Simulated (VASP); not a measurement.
# H4C in VASP: further runs, part 2 of 2

VASP 6.6.1.

**3. Relaxation of the atoms, r2SCAN**

Contents of POSCAR:

```
H4C
1.0
    7.3876590000      0.0000000000      0.0000000000
    0.0000000000      7.3876590000      0.0000000000
    0.0000000000      0.0000000000      7.3876590000
C H
8 32
Direct
    0.5132597000      0.3672144000      0.6833991000
    0.4951055000      0.7926742000      0.0959283000
    0.3031771000      0.0014827000      0.5745725000
    0.9455684000      0.1828388000      0.3830317000
    0.9134095000      0.7808074000      0.3847258000
    0.9843108000      0.8391995000      0.7666025000
    0.7965194000      0.4319735000      0.9976398000
    0.1735376000      0.3910347000      0.0384352000
    0.3999897000      0.3670247000      0.5889241000
    0.6400821000      0.3687106000      0.6081031000
    0.5073973000      0.2461360000      0.7674306000
    0.5055697000      0.4869861000      0.7691383000
    0.5696659000      0.8766732000      0.1915344000
    0.3975258000      0.7097054000      0.1690721000
    0.5892635000      0.7053623000      0.0233573000
    0.4239668000      0.8789557000     -0.0002508000
    0.3346543000      0.1420581000      0.5428961000
    0.4271029000     -0.0695797000      0.6112901000
    0.2425650000     -0.0631082000      0.4566326000
    0.2083863000     -0.0034393000      0.6874712000
    0.8714595000      0.0698910000      0.4422457000
    0.9641314000      0.1591629000      0.2386346000
    1.0773320000      0.1947736000      0.4482355000
    0.8693506000      0.3075277000      0.4030107000
    0.9800121000      0.8777686000      0.4737105000
    0.8225571000      0.6957611000      0.4639003000
    1.0150426000      0.6964211000      0.3191110000
    0.8360262000      0.8532790000      0.2821815000
    1.0747599000      0.7709704000      0.6721599000
    1.0634346000      0.9231224000      0.8585373000
    0.9092315000      0.7386539000      0.8441221000
    0.8898174000      0.9240513000      0.6915905000
    0.8803601000      0.5071505000      1.0929015000
    0.6949410000      0.3548755000      1.0717569000
    0.8812262000      0.3396335000      0.9198341000
    0.7295505000      0.5262345000      0.9060666000
    0.2563305000      0.4798164000      0.1222133000
    0.0917391000      0.3039837000      0.1249614000
    0.2609646000      0.3078712000     -0.0463940000
    0.0851160000      0.4724674000     -0.0470398000
```

Contents of INCAR.step1:

```
SYSTEM = H4C
PREC = Accurate
ENCUT = 520
ISMEAR = -1
SIGMA = 0.02
LREAL = Auto
LASPH = .TRUE.
NELM = 100
GGA = PE
ALGO = Normal
EDIFF = 1E-4
LWAVE = .TRUE.
LCHARG = .FALSE.
```

Contents of INCAR.step2:

```
SYSTEM = H4C
PREC = Accurate
ENCUT = 520
EDIFF = 1E-6
ISMEAR = -1
SIGMA = 0.02
LREAL = Auto
LASPH = .TRUE.
NELM = 100
ALGO = Normal
ISIF = 2
LWAVE = .FALSE.
LCHARG = .FALSE.
METAGGA = R2SCAN
LMIXTAU = .TRUE.
IBRION = 2
NSW = 35
EDIFFG = -0.3
ISTART = 1
```

Contents of KPOINTS:

```
Automatic mesh
0
G
  1 1 1
  0 0 0
```

Potentials or basis: VASP PAW PBE potentials, release 64 (C, H).

Command:

```bash
cat potpaw_PBE.64/C/POTCAR potpaw_PBE.64/H/POTCAR > POTCAR
cp INCAR.step1 INCAR
mpirun -np 1 vasp_gam > vasp.out
cp INCAR.step2 INCAR
mpirun -np 1 vasp_gam > vasp.out
```

OUTCAR:

```text
SYSTEM = H4C
   PREC = Accurate
   ENCUT = 520
   EDIFF = 1E-6
   ISMEAR = -1
   LREAL = Auto
   LASPH = .TRUE.
   NELM = 100
   ISIF = 2
   METAGGA = R2SCAN
   IBRION = 2
   NSW = 35
   EDIFFG = -0.3
   ISTART = 1

 ion  position               nearest neighbor table
   1  0.513  0.367  0.683-  12 1.09  11 1.09  10 1.09   9 1.09
   2  0.495  0.793  0.096-  13 1.09  16 1.09  14 1.09  15 1.09
   3  0.303  0.001  0.575-  19 1.09  20 1.09  18 1.09  17 1.09
   4  0.946  0.183  0.383-  23 1.09  21 1.09  24 1.09  22 1.09
   5  0.913  0.781  0.385-  26 1.09  27 1.09  28 1.09  25 1.09
   6  0.984  0.839  0.767-  31 1.09  32 1.09  30 1.09  29 1.09
   7  0.797  0.432  0.998-  34 1.09  36 1.09  33 1.09  35 1.09
   8  0.174  0.391  0.038-  37 1.09  40 1.09  39 1.09  38 1.09
   9  0.400  0.367  0.589-   1 1.09
  10  0.640  0.369  0.608-   1 1.09
  11  0.507  0.246  0.767-   1 1.09
[... 644 lines left out ...]
  free energy    TOTEN  =      -199.36914954 eV

  energy without entropy =     -199.36914954  energy(sigma->0) =     -199.36914954

 E-fermi :  -5.7283     XC(G=0):  -6.4137

 val. band max:       -6.2288210635   @ k =   0.0000   0.0000   0.0000
 cond. band min:       1.5165821470   @ k =   0.0000   0.0000   0.0000
 fundamental gap:      7.7454032104
 Fermi energy:        -5.7283188496

 k-point     1 :       0.0000    0.0000    0.0000
  band No.  band energies     occupation
      1     -16.0945      2.00000
      2     -15.6572      2.00000
      3     -15.5662      2.00000
      4     -15.5140      2.00000
      5     -15.4467      2.00000
      6     -15.3516      2.00000
[... 36 lines left out ...]
     43       4.9418      0.00000
     44       5.2607      0.00000
 [bands above 44 left out]

------------------------ aborting loop because EDIFF is reached ----------------------------------------

  FORCE on cell =-STRESS in cart. coord.  units (eV):
  Direction    XX          YY          ZZ          XY          YZ          ZX
  --------------------------------------------------------------------------------------
  -------------------------------------------------------------------------------------
  Total        3.9394873      3.4389933      2.3056115      0.8030017      0.3081618      0.8916754
  in kB       15.6541599     13.6653699      9.1617027      3.1908509      1.2245282      3.5432097
  external PRESSURE =      12.8270775 kB  Pullay stress =       0.0000000 kB
[... 55 lines left out ...]
  FREE ENERGIE OF THE ION-ELECTRON SYSTEM (eV)
  ---------------------------------------------------
  free  energy   TOTEN  =      -199.3691495419 eV

  energy  without entropy=     -199.3691495419  energy(sigma->0) =     -199.36914954

 reached required accuracy - stopping structural energy minimisation
```

OSZICAR.step1:

```text
N       E                     dE             d eps       ncg     rms          rms(c)
DAV:   1     0.351444312482E+03    0.35144E+03   -0.29517E+04   106   0.104E+03
DAV:   2    -0.159705352923E+03   -0.51115E+03   -0.48487E+03   135   0.219E+02
DAV:   3    -0.213520252447E+03   -0.53815E+02   -0.53499E+02   140   0.764E+01
DAV:   4    -0.215068192815E+03   -0.15479E+01   -0.15446E+01   140   0.154E+01
DAV:   5    -0.215104937587E+03   -0.36745E-01   -0.36737E-01   132   0.229E+00    0.247E+01
DAV:   6    -0.193200296566E+03    0.21905E+02   -0.41528E+01   124   0.202E+01    0.117E+01
DAV:   7    -0.190466257672E+03    0.27340E+01   -0.75795E+00   132   0.887E+00    0.683E+00
DAV:   8    -0.189889445191E+03    0.57681E+00   -0.17686E+00   127   0.457E+00    0.239E+00
DAV:   9    -0.189818789859E+03    0.70655E-01   -0.19231E-01   124   0.146E+00    0.778E-01
DAV:  10    -0.189830163347E+03   -0.11373E-01   -0.42510E-02   111   0.699E-01    0.234E-01
DAV:  11    -0.189833050202E+03   -0.28869E-02   -0.22573E-03   116   0.262E-01    0.131E-01
DAV:  12    -0.189832998259E+03    0.51944E-04   -0.94283E-04   140   0.146E-01
   1 F= -.18983300E+03 E0= -.18983300E+03  d E =-.182678E-10
```

Run time: 23 min. Hardware: 1 thread of Intel Xeon 6975P-C (Granite Rapids), shared host; peak memory 0.48 GiB.

Results:

```
Free energy                  : -199.3691 eV
Energy gained by relaxing    : 40.8 meV/atom
Ionic steps                  : 18
Pressure after relaxing      : 1.3 GPa
Largest force after relaxing : 0.271 eV/Å
Band gap on the k mesh       : 7.75 eV
```

Forces in eV/Å, atoms in the order of the input:
```
C    0.019 -0.013 -0.057
C   -0.064  0.072  0.028
C    0.094 -0.173 -0.043
C    0.218  0.096 -0.130
C   -0.098 -0.118  0.034
C   -0.091 -0.035 -0.094
C    0.064 -0.075  0.023
C    0.098 -0.137  0.103
H   -0.058 -0.045 -0.089
H   -0.046  0.160 -0.064
H   -0.076  0.074 -0.106
H   -0.045  0.096 -0.089
H   -0.019  0.110 -0.020
H   -0.034  0.074  0.029
H   -0.017  0.077  0.017
H   -0.036  0.030  0.001
H    0.020 -0.012 -0.085
H    0.042 -0.019  0.038
H   -0.057 -0.062  0.036
H    0.037  0.036 -0.113
H   -0.016  0.030  0.005
H   -0.139 -0.025  0.127
H   -0.004 -0.109  0.112
H   -0.181  0.001 -0.003
H   -0.045 -0.100 -0.093
H    0.026  0.015  0.045
H    0.174 -0.026  0.047
H    0.019  0.123 -0.061
H   -0.012  0.042  0.032
H    0.085  0.114  0.097
H   -0.020  0.033  0.009
H    0.099 -0.038  0.073
H    0.064 -0.101  0.007
H   -0.027 -0.090  0.062
H    0.020 -0.030  0.123
H    0.090  0.034  0.002
H   -0.005  0.054  0.062
H   -0.032  0.062 -0.053
H   -0.051 -0.094 -0.070
H    0.005 -0.029  0.057
```

Step by step:
```tsv
step	energy change (eV)	largest force (eV/Å)	pressure (GPa)
1	0.0000	1.2482	2.27
2	-0.1695	1.3435	3.75
3	-0.1750	1.1342	3.52
4	-0.3120	0.7693	3.80
5	-0.4260	1.0422	4.42
6	-0.5640	0.7606	3.85
7	-0.8159	0.6452	2.18
8	-0.6375	2.2287	-0.97
9	-0.8551	0.9517	1.20
10	-1.0132	0.8246	0.90
11	-1.0668	1.7680	0.62
12	-1.1770	1.5345	0.65
13	-1.4259	0.8860	0.75
14	-1.5704	1.0015	0.85
15	-1.5789	0.8004	0.84
16	-1.6172	0.3033	1.10
17	-1.6173	0.3457	1.11
18	-1.6330	0.2712	1.28
```

Final structure:
```xyz
40
Lattice="7.3877 0.0000 0.0000 0.0000 7.3877 0.0000 0.0000 0.0000 7.3877" Properties=species:S:1:pos:R:3 pbc="T T T"
C     3.7808    2.8320    5.0161
C     3.6084    5.9426    0.7206
C     2.4317    7.3755    4.1224
C     6.8296    1.5569    2.8878
C     6.7413    5.4939    2.5816
C     7.1785    6.1261    6.0298
C     5.6380    3.1372    0.0203
C     1.6401    2.9159    0.2322
H     2.9490    2.8515    4.3188
H     4.7293    2.8251    4.4821
H     3.7432    1.9332    5.6316
H     3.7096    3.6971    5.6644
H     4.1424    6.5912    1.4099
H     2.9145    5.3240    1.2839
H     4.3150    5.2962    0.2090
H     3.0606    6.5376    7.3789
H     2.7366    0.9354    3.6948
H     3.3166    6.8361    4.4620
H     1.9329    6.7872    3.3570
H     1.7649    0.1598    4.9669
H     6.1831    0.9360    3.5029
H     6.9091    1.1377    1.8834
H     0.4425    1.6047    3.3123
H     6.4512    2.5692    2.8249
H     7.2981    6.2347    3.1474
H     6.0611    4.9588    3.2439
H     0.0262    4.7814    2.1141
H     6.1548    5.9703    1.8063
H     0.4739    5.5896    5.3736
H     0.3570    6.6697    6.7784
H     6.5303    5.4113    6.5271
H     6.5747    6.8183    5.4386
H     6.2446    3.6749    0.7402
H     4.8170    2.6388    0.5263
H     6.2379    2.4161    6.8537
H     5.2249    3.8375    6.6985
H     2.2657    3.4587    0.9331
H     0.8861    2.3626    0.7826
H     2.2753    2.2216    7.0814
H     1.1778    3.6098    6.9196
```

Levels at points of the mesh, in eV from the valence-band top:
```
           k point  band 30  band 31  band 32  band 33  band 34  band 35
(0.00, 0.00, 0.00)    -0.35    -0.30     0.00     7.75     9.85     9.95
```

Caveat: the k points lie up to 0.85 Å⁻¹ apart; the PAW data sets were made with another functional, which shifts forces and pressure a little; the relaxation stopped at a loose force limit of 0.3 eV/Å, so its end isn't a converged minimum.
